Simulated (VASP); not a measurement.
# Si5PdW2 in VASP: further runs

Si5PdW2 is run at these levels: PBE; tasks: single point, relaxation of cell and atoms.

All numbers are computed with VASP 6.6.1; they aren't measurements. Logs are shortened: lines on timing, memory, paths and dates and some standing lists are left out, and cuts for length are marked.

**1. The cell of the first run**

Symmetry: P4/mmm, No. 123, tetragonal system. The conventional cell has a = 3.245 Å, b = 3.245 Å, c = 10.680 Å, α = 90.00°, β = 90.00°, γ = 90.00°. Within 3.3 Å of Si (site symmetry 4mm) lie 1 W at 2.53 Å and 9 Si at 2.58 to 3.25 Å and 4 Pd at 2.63 Å. Within 3.4 Å of Si (site symmetry 4mm) lie 4 W at 2.57 Å and 9 Si at 2.67 to 3.25 Å and 1 Pd at 2.67 Å. Within 3.5 Å of Si (site symmetry 4/mmm) lie 6 Si at 2.67 to 3.25 Å and 8 W at 2.75 Å. Pd (site symmetry 4/mmm) has 10 Si at 2.63 to 2.67 Å and 4 Pd at 3.25 Å within 3.5 Å. Within 3.3 Å of W (site symmetry 4mm) lie 9 Si at 2.53 to 2.75 Å and 5 W at 3.04 to 3.25 Å.

**2. Single point, PBE**

INCAR reads:

```
ALGO     = Normal         # electronic algorithm
EDIFF    = 1E-6           # SCF threshold, eV
ENCUT    = 520            # plane-wave cutoff, eV
GGA      = PE             # functional
ISIF     = 2              # what is computed and relaxed
ISMEAR   = 0              # smearing method
LASPH    = True           # aspherical terms in the spheres
LCHARG   = False          # write CHGCAR
LREAL    = False          # projectors in reciprocal space
LWAVE    = False          # write WAVECAR
NBANDS   = 39             # bands
NELM     = 80             # most SCF steps
PREC     = Accurate       # precision mode
SIGMA    = 0.2            # smearing width, eV
```

KPOINTS reads:

```
k-points
0
Gamma
  5 5 2
```

POSCAR reads:

```
Si5PdW2
1.0
    3.2452774053      0.0000000000      0.0000000000
    0.0000000000      3.2452774053      0.0000000000
    0.0000000000      0.0000000000     10.6803514049
Si Pd W
5 1 2
Direct
    0.5000000000      0.5000000000      0.8791038349
    0.0000000000      0.0000000000      0.7498240925
    0.5000000000      0.5000000000      0.1208961651
    0.0000000000      0.0000000000      0.2501759075
    0.0000000000      0.0000000000      0.5000000000
    0.0000000000      0.0000000000      0.0000000000
    0.5000000000      0.5000000000      0.6425227909
    0.5000000000      0.5000000000      0.3574772091
```

Potentials or basis: VASP PAW PBE potentials, release 64 (Si, Pd, W_sv).

Command:

```console
> cat potpaw_PBE.64/Si/POTCAR potpaw_PBE.64/Pd/POTCAR potpaw_PBE.64/W_sv/POTCAR > POTCAR
> mpirun -np 1 vasp_std > vasp.out
```

OUTCAR:

```text
EDIFF = 1E-6
   ENCUT = 520
   GGA = PE
   ISIF = 2
   ISMEAR = 0
   LASPH = True
   LREAL = False
   NELM = 80
   PREC = Accurate

 ion  position               nearest neighbor table
   1  0.500  0.500  0.879-   7 2.53   3 2.58   6 2.63   6 2.63   6 2.63   6 2.63   2 2.68   2 2.68
                             2 2.68   2 2.68
   2  0.000  0.000  0.750-   7 2.57   7 2.57   7 2.57   7 2.57   5 2.67   6 2.67   1 2.68   1 2.68
                             1 2.68   1 2.68
   3  0.500  0.500  0.121-   8 2.53   1 2.58   6 2.63   6 2.63   6 2.63   6 2.63   4 2.68   4 2.68
                             4 2.68   4 2.68
   4  0.000  0.000  0.250-   8 2.57   8 2.57   8 2.57   8 2.57   5 2.67   6 2.67   3 2.68   3 2.68
                             3 2.68   3 2.68
   5  0.000  0.000  0.500-   2 2.67   4 2.67   7 2.75   8 2.75   7 2.75   8 2.75   7 2.75   8 2.75
                             7 2.75   8 2.75
   6  0.000  0.000  0.000-   1 2.63   3 2.63   1 2.63   3 2.63   1 2.63   3 2.63   1 2.63   3 2.63
                             2 2.67   4 2.67
   7  0.500  0.500  0.643-   1 2.53   2 2.57   2 2.57   2 2.57   2 2.57   5 2.75   5 2.75   5 2.75
                             5 2.75   8 3.04
   8  0.500  0.500  0.357-   3 2.53   4 2.57   4 2.57   4 2.57   4 2.57   5 2.75   5 2.75   5 2.75
                             5 2.75   7 3.04

  LATTYP: Found a simple tetragonal cell.
 ALAT       =     3.2452774053
 C/A-ratio  =     3.2910442070

  Lattice vectors:

 A1 = (   3.2452774053,   0.0000000000,   0.0000000000)
 A2 = (   0.0000000000,   3.2452774053,   0.0000000000)
 A3 = (   0.0000000000,   0.0000000000,  10.6803514049)

Analysis of symmetry for initial positions (statically):
=====================================================================
 Subroutine PRICEL returns:
 Original cell was already a primitive cell.

 Routine SETGRP: Setting up the symmetry group for a
 simple tetragonal supercell.

 Subroutine GETGRP returns: Found 16 space group operations
 (whereof 16 operations were pure point group operations)
 out of a pool of 16 trial point group operations.

The static configuration has the point symmetry D_4h.

Analysis of symmetry for dynamics (positions and initial velocities):
=====================================================================
 Subroutine PRICEL returns:
 Original cell was already a primitive cell.

 Routine SETGRP: Setting up the symmetry group for a
 simple tetragonal supercell.

 Subroutine GETGRP returns: Found 16 space group operations
[... 107 lines left out ...]
   NFREE  =      0    steps in history (QN), initial steepest desc. (CG)
   ISIF   =      2    stress and relaxation
   ISYM   =      2    0-nonsym 1-usesym 2-fastsym
   POTIM  = 0.5000    time-step for ionic-motion
   TEBEG  =    0.0;   TEEND  =   0.0 temperature during run
   PSTRESS=    0.0 pullay stress
   NELECT =      58.0000    total number of electrons
   NUPDOWN=      -1.0000    fix difference up-down
   EMIN   =  10.00;   EMAX   =-10.00  energy-range for DOS
   EFERMI =   0.00;   METHOD = LEGACY
   ISMEAR =     0;   SIGMA  =   0.20  broadening in eV -4-tet -1-fermi 0-gaus
   EFERMI_NEDOS =   21; number of points for ismear=-14 and -15
   IALGO  =     38    algorithm
   IMIX   =      4    mixing-type and parameters
     AMIX     =   0.40;   BMIX     =  1.00
     AMIX_MAG =   1.60;   BMIX_MAG =  1.00
  volume/ion in A,a.u.               =      14.06        94.88
  Fermi-wavevector in a.u.,A,eV,Ry     =   1.312767  2.480771 23.447710  1.723358
  Thomas-Fermi vector in A             =   2.443137
   LORBIT       =      0    0 simple, 1 ext, 2 COOP (PROOUT), +10 PAW based schemes
   GGA     = PE    functional components
   LHFCALC =     F    Hartree Fock is set to
   AEXX    =    0.0000 exact exchange contribution
   IVDW    =     0    specifies the selected vdW correction
   LEPSILON=     F    determine dielectric tensor
   LRPA    =     F    only Hartree local field effects (RPA)
 non-spin polarized calculation
 Gauss-broadening in eV      SIGMA  =   0.20
  energy-cutoff  :      520.00
  volume of cell :      112.48
 maximum number of plane-waves:      3060
   NGX = 13   NGY = 13   NGZ = 39

 number of electron      57.9999996 magnetization

 Free energy of the ion-electron system (eV)
  ---------------------------------------------------
  ext. energy  EPLUGINS =         0.00000000
  ---------------------------------------------------
  free energy    TOTEN  =       -59.10905816 eV

  energy without entropy =      -59.04191564  energy(sigma->0) =      -59.07548690

 E-fermi :  11.4337     XC(G=0): -12.3420

 val. band max:       11.4170810461   @ k =   0.2000   0.0000   0.0000
 cond. band min:      11.4495705382   @ k =   0.2000   0.0000   0.5000
 fundamental gap:      0.0324894922
 Fermi energy:        11.4337381734

 k-point     1 :       0.0000    0.0000    0.0000
  band No.  band energies     occupation
      1     -62.4295      2.00000
      2     -62.4220      2.00000
      3     -26.7726      2.00000
      4     -26.6398      2.00000
      5     -26.6398      2.00000
      6     -26.6238      2.00000
[... 493 lines left out ...]
     38      14.7035      0.00000
     39      15.3842      0.00000

------------------------ aborting loop because EDIFF is reached ----------------------------------------

  FORCE on cell =-STRESS in cart. coord.  units (eV):
  Direction    XX          YY          ZZ          XY          YZ          ZX
  --------------------------------------------------------------------------------------
  -------------------------------------------------------------------------------------
  Total        0.3589629      0.3589629     -0.1723507      0.0000000      0.0000000      0.0000000
  in kB        5.1129426      5.1129426     -2.4549036      0.0000000      0.0000000      0.0000000
  external PRESSURE =       2.5903272 kB  Pullay stress =       0.0000000 kB

 VOLUME and BASIS-vectors are now :
 -----------------------------------------------------------------------------
  energy-cutoff  :      520.00
  volume of cell :      112.48
      direct lattice vectors                 reciprocal lattice vectors
     3.245277405  0.000000000  0.000000000     0.308140068  0.000000000  0.000000000
     0.000000000  3.245277405  0.000000000     0.000000000  0.308140068  0.000000000
     0.000000000  0.000000000 10.680351405     0.000000000  0.000000000  0.093629878

 POSITION                                       TOTAL-FORCE (eV/Angst)
 -----------------------------------------------------------------------------------
      1.62264      1.62264      9.38914        -0.000000     -0.000000      0.020134
      0.00000      0.00000      8.00838         0.000000      0.000000     -0.059323
      1.62264      1.62264      1.29121         0.000000      0.000000     -0.020134
      0.00000      0.00000      2.67197        -0.000000     -0.000000      0.059323
      0.00000      0.00000      5.34018         0.000000     -0.000000      0.000000
      0.00000      0.00000      0.00000         0.000000     -0.000000      0.000000
      1.62264      1.62264      6.86237         0.000000      0.000000     -0.041511
      1.62264      1.62264      3.81798         0.000000     -0.000000      0.041511
 -----------------------------------------------------------------------------------
    total drift:                                0.000000     -0.000000     -0.000000

  FREE ENERGIE OF THE ION-ELECTRON SYSTEM (eV)
  ---------------------------------------------------
  free  energy   TOTEN  =       -59.1090581649 eV

  energy  without entropy=      -59.0419156410  energy(sigma->0) =      -59.07548690
```

OSZICAR:

```text
N       E                     dE             d eps       ncg     rms          rms(c)
DAV:   1     0.482013614113E+03    0.48201E+03   -0.29848E+04  1024   0.147E+03
DAV:   2    -0.355741078429E+02   -0.51759E+03   -0.50047E+03  1001   0.402E+02
DAV:   3    -0.616352971040E+02   -0.26061E+02   -0.25273E+02  1164   0.826E+01
DAV:   4    -0.621702362082E+02   -0.53494E+00   -0.52922E+00  1153   0.116E+01
DAV:   5    -0.621788018071E+02   -0.85656E-02   -0.85566E-02  1121   0.160E+00    0.348E+01
DAV:   6    -0.604267359781E+02    0.17521E+01   -0.23248E+01  1076   0.321E+01    0.176E+01
DAV:   7    -0.602405237359E+02    0.18621E+00   -0.14079E+01  1130   0.289E+01    0.940E+00
DAV:   8    -0.591957693160E+02    0.10448E+01   -0.72088E+00  1156   0.152E+01    0.306E+00
DAV:   9    -0.591120185763E+02    0.83751E-01   -0.63564E-01  1116   0.385E+00    0.162E+00
DAV:  10    -0.591117883651E+02    0.23021E-03   -0.50687E-02  1154   0.103E+00    0.952E-01
DAV:  11    -0.591095802853E+02    0.22081E-02   -0.58979E-03  1107   0.566E-01    0.432E-01
DAV:  12    -0.591091650644E+02    0.41522E-03   -0.15641E-03  1193   0.216E-01    0.154E-01
DAV:  13    -0.591090586681E+02    0.10640E-03   -0.44043E-04  1057   0.161E-01    0.310E-02
DAV:  14    -0.591090574488E+02    0.12193E-05   -0.44636E-05  1153   0.348E-02    0.308E-02
DAV:  15    -0.591090581649E+02   -0.71605E-06   -0.86420E-06   979   0.194E-02
   1 F= -.59109058E+02 E0= -.59075487E+02  d E =-.671425E-01
```

Run time: 60 s. Hardware: 1 thread of Intel Xeon 8259CL, shared host; peak memory 0.22 GiB.

Results:

| Quantity | Value |
| --- | --- |
| Free energy | -59.1091 eV |
| Pressure | 0.3 GPa |
| Largest force | 0.059 eV/Å |
| Band gap on the k mesh | zero (bands 29 and 30 overlap by 1.21 eV) |

Forces on the atoms (eV/Å):
```
Si   0.000  0.000  0.020
Si   0.000  0.000 -0.059
Si   0.000  0.000 -0.020
Si   0.000  0.000  0.059
Si   0.000  0.000  0.000
Pd   0.000  0.000  0.000
W    0.000  0.000 -0.042
W    0.000  0.000  0.042
```

Levels at points of the mesh, in eV from the Fermi level:
```tsv
k point	band 27	band 28	band 29	band 30	band 31	band 32
(0.00, 0.00, 0.00)	-0.24	-0.24	0.52	0.64	0.90	2.00
(0.00, 0.00, 0.50)	0.51	0.51	0.64	0.81	0.90	1.37
```

Caveat: the k points lie up to 0.39 Å⁻¹ apart, too coarse for converged energies and pressures of a metal; spin-orbit coupling is left out, which moves the levels of the heavy elements.

**3. Single point, PBE**

INCAR reads:

```
SYSTEM = Si5PdW2
PREC = Accurate ; ENCUT = 520
EDIFF = 1E-7 ; ISMEAR = 0
SIGMA = 0.2 ; LREAL = .FALSE.
LASPH = .TRUE. ; NELM = 60
ALGO = Normal ; ISIF = 2
LWAVE = .FALSE. ; LCHARG = .TRUE.
GGA = PE ; LELF = .TRUE.
LVHAR = .TRUE. ; NBANDS = 39
```

KPOINTS reads:

```
Automatic mesh
0
G
  6 6 2
  0 0 0
```

POSCAR reads:

```
Si5PdW2
1.0
    3.2458348939      0.0000000000      0.0000000000
    0.0000000000      3.2458348939      0.0000000000
    0.0000000000      0.0000000000     10.6918958545
Si Pd W
5 1 2
Direct
    0.5000000000      0.5000000000      0.8775843541
    0.0000000000      0.0000000000      0.7495090021
    0.5000000000      0.5000000000      0.1224156459
    0.0000000000      0.0000000000      0.2504909979
    0.0000000000      0.0000000000      0.5000000000
    1.0000000000      0.0000000000      0.0000000000
    0.5000000000      0.5000000000      0.6417998570
    0.5000000000      0.5000000000      0.3582001430
```

Potentials or basis: VASP PAW PBE potentials, release 64 (Si, Pd, W_sv).

Command:

```console
> cat potpaw_PBE.64/Si/POTCAR potpaw_PBE.64/Pd/POTCAR potpaw_PBE.64/W_sv/POTCAR > POTCAR
> mpirun -np 1 vasp_std > vasp.out
```

Wall time 2 min (1 thread of Intel Xeon 8259CL, shared host); peak memory 0.25 GiB.

The run converged. Its results:

```yaml
Free_energy: -59.2108 eV
Pressure: 0.2 GPa
Largest_force: 0.131 eV/Å
Band_gap_on_the_k_mesh: zero (bands 29 and 30 overlap by 1.11 eV)
```

Forces in eV/Å, atoms in the order of the input:
```
Si   0.000  0.000  0.072
Si   0.000  0.000  0.049
Si   0.000  0.000 -0.072
Si   0.000  0.000 -0.049
Si   0.000  0.000  0.000
Pd   0.000  0.000  0.000
W    0.000  0.000 -0.131
W    0.000  0.000  0.131
```

Stress tensor (GPa, compression positive):
```
 0.42  0.00  0.00
 0.00  0.42  0.00
 0.00  0.00 -0.11
```

Levels at points of the mesh, in eV from the Fermi level:
| k point | band 25 | band 26 | band 27 | band 28 | band 29 | band 30 | band 31 | band 32 | band 33 | band 34 |
| --- | --- | --- | --- | --- | --- | --- | --- | --- | --- | --- |
| (0.00, 0.00, 0.00) | -1.17 | -1.17 | -0.14 | -0.14 | 0.63 | 0.70 | 0.96 | 2.10 | 2.41 | 2.41 |
| (0.50, 0.00, 0.00) | -2.55 | -2.07 | -1.82 | -0.78 | 0.08 | 1.52 | 1.99 | 2.62 | 2.78 | 3.24 |
| (0.50, 0.50, 0.00) | -2.88 | -2.27 | -2.27 | -0.96 | -0.33 | 0.89 | 0.89 | 1.02 | 1.05 | 1.89 |
| (0.00, 0.00, 0.50) | -1.80 | -1.80 | 0.59 | 0.59 | 0.70 | 0.93 | 0.96 | 1.51 | 1.51 | 2.14 |
| (0.50, 0.00, 0.50) | -2.65 | -2.21 | -2.12 | -0.83 | 0.18 | 1.27 | 2.65 | 2.69 | 2.80 | 3.48 |
| (0.50, 0.50, 0.50) | -2.41 | -2.41 | -1.85 | -1.60 | -0.41 | 0.25 | 1.00 | 1.00 | 1.75 | 1.75 |

Caveat: spin-orbit coupling is left out, which moves the levels of the heavy elements.

(Continued in part 2 of 3.)

The gap in the log of VASP goes by the Fermi energy; the results here count the filled bands.